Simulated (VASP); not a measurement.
Crystal: TiNi3C.

```xyz
5
Lattice="3.5178 0.0000 0.0000 0.0000 3.5178 0.0000 0.0000 0.0000 3.5618" Properties=species:S:1:pos:R:3 pbc="T T T"
Ti    0.0000    0.0000    0.0000
Ni    1.7589    1.7589    3.4728
Ni    0.0000    1.7589    1.7275
Ni    1.7589    0.0000    1.7275
C     1.7589    1.7589    1.8343
```

* Program: VASP 6.6.1
* Task: relaxation of cell and atoms
* Functional: PBE
* Potentials or basis: VASP PAW PBE potentials, release 64 (Ti_sv, Ni, C)
* Cutoff: 600 eV
* k mesh: 6 × 6 × 6
* Occupations: gaussian, width 0.1 eV
* Spin: no spin polarisation

At the start: pressure 82.7 GPa; volume 8.82 Å³/atom.

Q: How do energy, volume and symmetry change on relaxing?

A: Over 35 steps the energy falls by 559.0 meV/atom and the volume is 10.99 Å³/atom (+24.7 %); space group P4mm (No. 99, to 0.05 Å).

The path:
| step | energy change (eV) | largest force (eV/Å) | pressure (GPa) | volume (Å³) |
| --- | --- | --- | --- | --- |
| 1 | 0.0000 | 4.9665 | 82.72 | 44.08 |
| 2 | 0.8057 | 0.5759 | -29.72 | 79.95 |
| 3 | -2.5673 | 1.0871 | -3.18 | 56.71 |
| 4 | -2.5869 | 1.0343 | -0.19 | 55.83 |
| 5 | -2.5905 | 0.9971 | 1.69 | 55.32 |
| 6 | -2.6253 | 0.1351 | -2.53 | 56.31 |
| 7 | -2.6260 | 0.2308 | -2.17 | 56.18 |
| 8 | -2.6329 | 0.3360 | 0.97 | 55.35 |
| 9 | -2.6336 | 0.2583 | 0.21 | 55.54 |
| 10 | -2.6374 | 0.1959 | 0.27 | 55.50 |
| 11 | -2.6439 | 0.3600 | 0.63 | 55.38 |
| 12 | -2.6461 | 0.3679 | 0.71 | 55.41 |
| 13 | -2.6528 | 0.3947 | 0.28 | 55.49 |
| 14 | -2.6662 | 0.4550 | -0.55 | 55.67 |
| 15 | -2.6888 | 0.5539 | -2.06 | 56.02 |
| 16 | -2.6573 | 0.9392 | -4.88 | 56.74 |
| 17 | -2.6935 | 0.5619 | -2.89 | 56.18 |
| 18 | -2.6961 | 0.5533 | -2.93 | 56.17 |
| 19 | -2.7031 | 0.5118 | -2.97 | 56.15 |
| 20 | -2.7118 | 0.5416 | -3.04 | 56.10 |
| 21 | -2.7013 | 0.7622 | -3.06 | 56.00 |
| 22 | -2.7128 | 0.5842 | -2.95 | 56.08 |
| 23 | -2.7212 | 0.5396 | -2.72 | 55.95 |
| 24 | -2.7427 | 0.4109 | -1.37 | 55.55 |
| 25 | -2.7688 | 0.1734 | 1.26 | 54.77 |
| 26 | -2.7509 | 0.2405 | 7.38 | 53.19 |
| 27 | -2.7734 | 0.1195 | 3.01 | 54.26 |
| 28 | -2.7841 | 0.1086 | 1.94 | 54.52 |
| 29 | -2.7935 | 0.0827 | -0.80 | 55.19 |
| 30 | -2.7937 | 0.0858 | -0.49 | 55.10 |
| 31 | -2.7937 | 0.0863 | -0.41 | 55.08 |
| 32 | -2.7942 | 0.0713 | -0.24 | 55.03 |
| 33 | -2.7946 | 0.0487 | 0.30 | 54.87 |
| 34 | -2.7946 | 0.0459 | 0.40 | 54.89 |
| 35 | -2.7949 | 0.0215 | 0.23 | 54.95 |

Final structure:
```
CELL_PARAMETERS angstrom
3.72504 0.00000 0.00000
0.00000 3.72504 0.00000
0.00000 0.00000 3.95989
ATOMIC_POSITIONS crystal
Ti 0.00000 0.00000 0.95796
Ni 0.50000 0.50000 0.03893
Ni 0.00000 0.50000 0.44837
Ni 0.50000 0.00000 0.44837
C 0.50000 0.50000 0.56636
```

Caveat: the volume moved by over 15 % at a fixed basis, so the end points are rough.
